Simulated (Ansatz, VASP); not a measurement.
## One calculation of In2GaP3, two programs

File INCAR:

```
ALGO = Normal
EDIFF = 1E-6
EDIFFG = -0.04
ENCUT = 600
GGA = PE
IBRION = 2
ISIF = 3
ISMEAR = 0
LASPH = True
LCHARG = False
LREAL = False
LWAVE = False
NELM = 80
NSW = 90
PREC = Accurate
SIGMA = 0.1
```

The input KPOINTS:

```
k-points
0
Gamma
  6 6 6
```

Contents of POSCAR:

```
In2GaP3
1.0
    2.6988085682      1.5581578533      5.5499539425
   -2.6988085682      1.5581578533      5.5499539425
    0.0000000000     -3.1163157067      5.5499539425
In Ga P
2 1 3
Direct
    0.1904205221      0.1904205221      0.1904205221
    0.8095794779      0.8095794779      0.8095794779
    0.0000000000      0.0000000000      0.0000000000
    0.5000000000      0.5000000000      0.0000000000
    0.0000000000      0.5000000000      0.5000000000
    0.5000000000      0.0000000000      0.5000000000
```

Input for Ansatz:

```yaml
crystal:
  lattice:
    - [2.6988085682, 1.5581578533, 5.5499539425]
    - [-2.6988085682, 1.5581578533, 5.5499539425]
    - [0.0, -3.1163157067, 5.5499539425]
  atoms:
    - { symbol: In, position: [0.1904205221, 0.1904205221, 0.1904205221] }
    - { symbol: In, position: [0.8095794779, 0.8095794779, 0.8095794779] }
    - { symbol: Ga, position: [0.0, 0.0, 0.0] }
    - { symbol: P, position: [0.5, 0.5, 0.0] }
    - { symbol: P, position: [0.0, 0.5, 0.5] }
    - { symbol: P, position: [0.5, 0.0, 0.5] }
basis:
  ecutwfc: 420
kpoints:
  mp_grid: { grid: [6, 6, 6] }
hamiltonian:
  xc: pbe
scf:
  occupations: { method: gaussian, width: 0.1 }
  lower_state_search: "off"
output:
  forces: true
  stress: true
  eigenvalues: true
relax:
  adjacent_minimum: "off"
  f_tol: 0.04
  max_steps: 70
  cell: { stress_tol: 0.4 }
```

Alike in both runs: task relaxation of cell and atoms; functional PBE; k mesh 6 × 6 × 6; occupations gaussian, width 0.1 eV; no spin polarisation.

|  | VASP | Ansatz |
| --- | --- | --- |
| version | VASP 6.6.1 | Ansatz 0.2.0 |
| potentials or method | VASP PAW PBE potentials, release 64 (In_d, Ga_d, P), cutoff 600 eV | scalar-relativistic, plane waves, PAW |
| valence electrons in the cell | 54 | 54 |

Ansatz gave:

```
gap on the k mesh at the Fermi level, each at its own relaxed structure (eV) : none
relaxed volume (Å³/atom)                                                     : 23.03
relaxed cell length with the largest relative difference (Å)                 : 6.420
```

Q: What did VASP give for the same quantities?

A: gap on the k mesh at the Fermi level, each at its own relaxed structure (eV): none; relaxed volume (Å³/atom): 23.05; relaxed cell length with the largest relative difference (Å): 6.420.

A gap of «none» marks a metal or a gap that the smearing closes.
